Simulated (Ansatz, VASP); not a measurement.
NaI: VASP beside Ansatz

```
CELL_PARAMETERS angstrom
-0.29082 3.44300 3.44300
3.44300 -0.29082 3.44300
3.44300 3.44300 -0.29082
ATOMIC_POSITIONS crystal
Na 0.98974 0.98974 0.98974
I 0.26026 0.26026 0.26026
```

Change from the starting cell: epitaxial_111 strain +5.4%.

Alike in both runs: task single point; functional r2SCAN; k mesh 6 × 6 × 6; no spin polarisation.

```csv
,VASP,Ansatz
version,VASP 6.6.1,Ansatz 0.2.0
potentials or method,"VASP PAW PBE potentials, release 64 (Na_pv, I)","plane waves, PAW"
plane-wave cutoff (eV),520,500
occupations,"gaussian, width 0.01 eV",fixed
valence electrons in the cell,14,26
```

VASP gave:

- gap on the k mesh at the Fermi level (eV): 4.09
- pressure (GPa): -0.5
- traceless stress, the component that is largest in VASP (GPa): 0.23
- rms of the force components (eV/Å): 0.004

What did Ansatz give for the same quantities?

gap on the k mesh at the Fermi level (eV): 4.09; pressure (GPa): -0.5; traceless stress, the component that is largest in VASP (GPa): 0.23; rms of the force components (eV/Å): 0.001.

VASP's potentials were made for PBE, not for r2SCAN. Atom by atom the forces differ by 0.005 eV/Å (rms over components). VASP's potentials hold 14 valence electrons a cell and Ansatz's 26, so a difference there can come from the potentials and not from the codes.

Neither program's run includes spin-orbit coupling.
